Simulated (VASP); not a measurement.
# Si4C (I4_1/a) in VASP: further runs, part 2 of 2

VASP 6.6.1. The steps go on from the part before.

### Step 3. Single point, PBE

This run uses another cell than the first one, of the same volume but with other edges.

The input, INCAR:

```
PREC = Accurate
ENCUT = 520
EDIFF = 1E-7
ISMEAR = 0
SIGMA = 0.1
LREAL = False
LASPH = True
NELM = 60
ALGO = Normal
ISIF = 2
LWAVE = False
LCHARG = False
GGA = PE
NBANDS = 31
```

The input, KPOINTS:

```
Automatic mesh
0
Gamma
  4 4 4
```

The input, POSCAR:

```
Si4C
1.0
    0.0000000000      0.0000000000      5.0505531161
   -3.9709595635      3.9709595635      2.5252765581
   -3.9709595635     -3.9709595635      2.5252765581
Si C
8 2
Direct
    0.0266729345      0.2716437803      0.0949923955
    0.7016832851      0.9050076045      0.2716437803
    0.8566908897      0.7716437803      0.5949923955
    0.3933091103      0.7283562197      0.9050076045
    0.5483167149      0.5949923955      0.2283562197
    0.8783346700      0.0949923955      0.7283562197
    0.2233270655      0.2283562197      0.4050076045
    0.3716653300      0.4050076045      0.7716437803
    1.0000000000      0.0000000000      1.0000000000
    0.2500000000      0.5000000000      0.5000000000
```

Potentials or basis: VASP PAW PBE potentials, release 64 (Si, C).

On the command line:

```console
cat potpaw_PBE.64/Si/POTCAR potpaw_PBE.64/C/POTCAR > POTCAR
mpirun -np 1 vasp_std > vasp.out
```

OUTCAR:

```text
PREC = Accurate
   ENCUT = 520
   EDIFF = 1E-7
   ISMEAR = 0
   LREAL = False
   LASPH = True
   NELM = 60
   ISIF = 2
   GGA = PE

 ion  position               nearest neighbor table
   1  0.027  0.272  0.095-   9 1.93   5 2.34   8 2.34   7 2.42   6 3.12   2 3.12
   2  0.702  0.905  0.272-   9 1.93   7 2.34   3 2.34   5 2.42   4 3.12   1 3.12
   3  0.857  0.772  0.595-  10 1.93   6 2.34   2 2.34   4 2.42   8 3.12   5 3.12
   4  0.393  0.728  0.905-   9 1.93   8 2.34   5 2.34   3 2.42   6 3.12   2 3.12
   5  0.548  0.595  0.228-  10 1.93   1 2.34   4 2.34   2 2.42   3 3.12   7 3.12
   6  0.878  0.095  0.728-   9 1.93   7 2.34   3 2.34   8 2.42   4 3.12   1 3.12
   7  0.223  0.228  0.405-  10 1.93   2 2.34   6 2.34   1 2.42   8 3.12   5 3.12
   8  0.372  0.405  0.772-  10 1.93   1 2.34   4 2.34   6 2.42   3 3.12   7 3.12
   9  0.000  0.000  0.000-   4 1.93   6 1.93   1 1.93   2 1.93
  10  0.250  0.500  0.500-   3 1.93   8 1.93   7 1.93   5 1.93

  LATTYP: Found a body centered tetragonal cell.
 ALAT       =     7.9419191270
 C/A-ratio  =     0.6359361050

  Lattice vectors:

 A1 = (  -3.9709595635,   3.9709595635,  -2.5252765580)
 A2 = (   3.9709595635,  -3.9709595635,  -2.5252765581)
 A3 = (  -3.9709595635,  -3.9709595635,   2.5252765581)

Analysis of symmetry for initial positions (statically):
=====================================================================
 Subroutine PRICEL returns:
 Original cell was already a primitive cell.

 Routine SETGRP: Setting up the symmetry group for a
 body centered tetragonal supercell.

 Subroutine GETGRP returns: Found  8 space group operations
 (whereof  4 operations were pure point group operations)
 out of a pool of 16 trial point group operations.

The static configuration has the point symmetry S_4 .
 The point group associated with its full space group is C_4h.

Analysis of symmetry for dynamics (positions and initial velocities):
[... 142 lines left out ...]
   GGA     = PE    functional components
   LHFCALC =     F    Hartree Fock is set to
   AEXX    =    0.0000 exact exchange contribution
   IVDW    =     0    specifies the selected vdW correction
   LEPSILON=     F    determine dielectric tensor
   LRPA    =     F    only Hartree local field effects (RPA)
 non-spin polarized calculation
 Gauss-broadening in eV      SIGMA  =   0.10
  energy-cutoff  :      520.00
  volume of cell :      159.28
 maximum number of plane-waves:      4325
 NGX is ok and might be reduce to    40

 number of electron      40.0000001 magnetization

 Free energy of the ion-electron system (eV)
  ---------------------------------------------------
  ext. energy  EPLUGINS =         0.00000000
  ---------------------------------------------------
  free energy    TOTEN  =       -60.85022436 eV

  energy without entropy =      -60.85022436  energy(sigma->0) =      -60.85022436

 E-fermi :   7.1807     XC(G=0): -10.0645

 val. band max:        6.7745050800   @ k =   0.0000   0.0000   0.0000
 cond. band min:       7.6028137521   @ k =   0.0000   0.5000   0.0000
 fundamental gap:      0.8283086721
 Fermi energy:         7.1806828677

 k-point     1 :       0.0000    0.0000    0.0000
  band No.  band energies     occupation
      1      -7.1293      2.00000
      2      -5.6092      2.00000
      3      -2.1576      2.00000
      4      -2.1576      2.00000
      5      -1.7894      2.00000
      6      -1.7516      2.00000
[... 465 lines left out ...]
     30      10.6137      0.00000
     31      12.3746      0.00000

------------------------ aborting loop because EDIFF is reached ----------------------------------------

  FORCE on cell =-STRESS in cart. coord.  units (eV):
  Direction    XX          YY          ZZ          XY          YZ          ZX
  --------------------------------------------------------------------------------------
  -------------------------------------------------------------------------------------
  Total       -0.1003143     -0.1003143     -0.0769841      0.0000000      0.0000000      0.0000000
  in kB       -1.0090519     -1.0090519     -0.7743762      0.0000001      0.0000000      0.0000000
  external PRESSURE =      -0.9308267 kB  Pullay stress =       0.0000000 kB

 VOLUME and BASIS-vectors are now :
 -----------------------------------------------------------------------------
  energy-cutoff  :      520.00
  volume of cell :      159.28
      direct lattice vectors                 reciprocal lattice vectors
     0.000000000  0.000000000  5.050553116     0.125914150  0.000000000  0.197998116
    -3.970959564  3.970959564  2.525276558    -0.125914150  0.125914150  0.000000000
    -3.970959564 -3.970959564  2.525276558    -0.125914150 -0.125914150  0.000000000

 POSITION                                       TOTAL-FORCE (eV/Angst)
 -----------------------------------------------------------------------------------
     -1.45590      0.70148      1.06057        -0.006487      0.005892      0.006144
     -4.67244      2.51506      6.51526        -0.005892     -0.006487     -0.006144
     -5.42686      0.70148      7.77790        -0.006487      0.005892     -0.006144
     -6.48602     -0.70148      6.11112         0.006487     -0.005892      0.006144
     -3.26948      1.45590      4.84849         0.005892      0.006487      0.006144
     -3.26948     -2.51506      6.51526         0.005892      0.006487     -0.006144
     -2.51506     -0.70148      2.72734         0.006487     -0.005892     -0.006144
     -4.67244     -1.45590      4.84849        -0.005892     -0.006487      0.006144
      0.00000      0.00000      0.00000        -0.000000     -0.000000      0.000000
     -3.97096      0.00000      3.78791        -0.000000     -0.000000      0.000000
 -----------------------------------------------------------------------------------
    total drift:                                0.000000      0.000000      0.000000

  FREE ENERGIE OF THE ION-ELECTRON SYSTEM (eV)
  ---------------------------------------------------
  free  energy   TOTEN  =       -60.8502243630 eV

  energy  without entropy=      -60.8502243628  energy(sigma->0) =      -60.85022436
```

OSZICAR:

```text
N       E                     dE             d eps       ncg     rms          rms(c)
DAV:   1     0.939212040043E+02    0.93921E+02   -0.16538E+04   868   0.111E+03
DAV:   2    -0.549159505366E+02   -0.14884E+03   -0.14236E+03  1077   0.167E+02
DAV:   3    -0.646244894971E+02   -0.97085E+01   -0.96154E+01  1136   0.416E+01
DAV:   4    -0.648237265609E+02   -0.19924E+00   -0.19889E+00  1122   0.693E+00
DAV:   5    -0.648272800190E+02   -0.35535E-02   -0.35530E-02  1146   0.936E-01    0.142E+01
DAV:   6    -0.608198924132E+02    0.40074E+01   -0.11680E+01  1114   0.173E+01    0.781E+00
DAV:   7    -0.609427902628E+02   -0.12290E+00   -0.42016E+00  1008   0.897E+00    0.386E+00
DAV:   8    -0.608633193671E+02    0.79471E-01   -0.40754E-01  1128   0.318E+00    0.136E+00
DAV:   9    -0.608479094412E+02    0.15410E-01   -0.12817E-01  1113   0.183E+00    0.305E-01
DAV:  10    -0.608500956076E+02   -0.21862E-02   -0.21517E-02  1081   0.586E-01    0.196E-01
DAV:  11    -0.608505264465E+02   -0.43084E-03   -0.45410E-03  1179   0.324E-01    0.932E-02
DAV:  12    -0.608501996727E+02    0.32677E-03   -0.15016E-03  1194   0.185E-01    0.335E-02
DAV:  13    -0.608502237984E+02   -0.24126E-04   -0.16148E-04  1022   0.641E-02    0.160E-02
DAV:  14    -0.608502248446E+02   -0.10462E-05   -0.80774E-06  1137   0.133E-02    0.746E-03
DAV:  15    -0.608502244618E+02    0.38282E-06   -0.11801E-06  1172   0.481E-03    0.274E-03
DAV:  16    -0.608502243467E+02    0.11507E-06   -0.12284E-06  1114   0.515E-03    0.117E-03
DAV:  17    -0.608502243630E+02   -0.16249E-07   -0.17165E-07   673   0.206E-03
   1 F= -.60850224E+02 E0= -.60850224E+02  d E =-.124619E-09
```

It took 69 s on 1 thread of AMD EPYC 7R13 (Zen 3), shared host; peak memory 0.26 GiB.

What came out:

| Item | Value |
| --- | --- |
| Free energy | -60.8502 eV |
| Pressure | -0.1 GPa |
| Largest force | 0.011 eV/Å |
| Band gap on the k mesh | 0.83 eV, indirect (least direct gap 1.64 eV) |

Forces in eV/Å, atoms in the order of the input:
```
Si  -0.006  0.006  0.006
Si  -0.006 -0.006 -0.006
Si  -0.006  0.006 -0.006
Si   0.006 -0.006  0.006
Si   0.006  0.006  0.006
Si   0.006  0.006 -0.006
Si   0.006 -0.006 -0.006
Si  -0.006 -0.006  0.006
C    0.000  0.000  0.000
C    0.000  0.000  0.000
```

Levels at points of the mesh, in eV from the valence-band top:
```tsv
k point	band 17	band 18	band 19	band 20	band 21	band 22	band 23	band 24
(0.00, 0.00, 0.00)	-2.56	-0.18	-0.18	0.00	2.30	2.94	2.94	2.97
(0.50, 0.00, 0.00)	-1.66	-1.34	-0.96	-0.65	1.60	2.90	3.13	3.30
(0.00, 0.50, 0.00)	-1.76	-1.76	-0.82	-0.82	0.83	0.83	2.56	2.56
(0.00, 0.50, 0.50)	-1.82	-1.82	-1.68	-1.68	1.04	1.04	1.89	1.89
```
